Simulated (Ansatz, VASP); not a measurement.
## Two plane-wave programs on Ba2Cu

INCAR

```
PREC = Accurate
ENCUT = 600
EDIFF = 1E-6
ISMEAR = 0
SIGMA = 0.1
LREAL = F
LASPH = T
NELM = 60
ALGO = Fast
ISIF = 3
LWAVE = F
LCHARG = F
GGA = PE
IBRION = 2
NSW = 90
EDIFFG = -0.04
```

KPOINTS

```
regular mesh
0
Gamma
  6 6 6
```

The input POSCAR:

```
Ba2Cu
1.0
    5.1157225153      0.0000000000      0.0000000000
   -2.5578612577      4.4303456571      0.0000000000
    0.0000000000      0.0000000000      3.5982160762
Ba Cu
2 1
Direct
    0.3333333333      0.6666666667      0.5000000000
    0.6666666667      0.3333333333      0.5000000000
    0.0000000000      0.0000000000      0.0000000000
```

Input for Ansatz:

```yaml
crystal:
  lattice:
    - [5.1157225153, 0.0, 0.0]
    - [-2.5578612577, 4.4303456571, 0.0]
    - [0.0, 0.0, 3.5982160762]
  atoms:
    - { symbol: Ba, position: [0.3333333333, 0.6666666667, 0.5] }
    - { symbol: Ba, position: [0.6666666667, 0.3333333333, 0.5] }
    - { symbol: Cu, position: [0.0, 0.0, 0.0] }
basis:
  ecutwfc: 420
kpoints:
  mp_grid: { grid: [6, 6, 6] }
hamiltonian:
  xc: pbe
scf:
  occupations: { method: gaussian, width: 0.1 }
  lower_state_search: "off"
output:
  forces: true
  stress: true
  eigenvalues: true
relax:
  adjacent_minimum: "off"
  f_tol: 0.04
  max_steps: 70
  cell: { stress_tol: 0.4 }
```

Alike in both runs: task relaxation of cell and atoms; functional PBE; k mesh 6 × 6 × 6; occupations gaussian, width 0.1 eV; no spin polarisation.

|  | VASP | Ansatz |
| --- | --- | --- |
| version | VASP 6.6.1 | Ansatz 0.2.0 |
| potentials or method | VASP PAW PBE potentials, release 64 (Ba_sv, Cu), cutoff 600 eV | scalar-relativistic, plane waves, PAW |
| valence electrons in the cell | 31 | 39 |

```csv
,VASP,Ansatz,Ansatz less VASP
"gap on the k mesh at the Fermi level, each at its own relaxed structure (eV)",none,none,-
relaxed volume (Å³/atom),35.65,33.84,-1.810
relaxed cell length with the largest relative difference (Å),5.805,5.700,-0.1046
```

A gap of «none» marks a metal or a gap that the smearing closes. One of these differences is far larger than is usual between the two programs; its cause wasn't traced. VASP's potentials hold 31 valence electrons a cell and Ansatz's 39, so a difference there can come from the potentials and not from the codes.

Neither program's run includes spin-orbit coupling. Noted on VASP's run: the volume moved by over 15 % at a fixed basis, so the end points are rough.
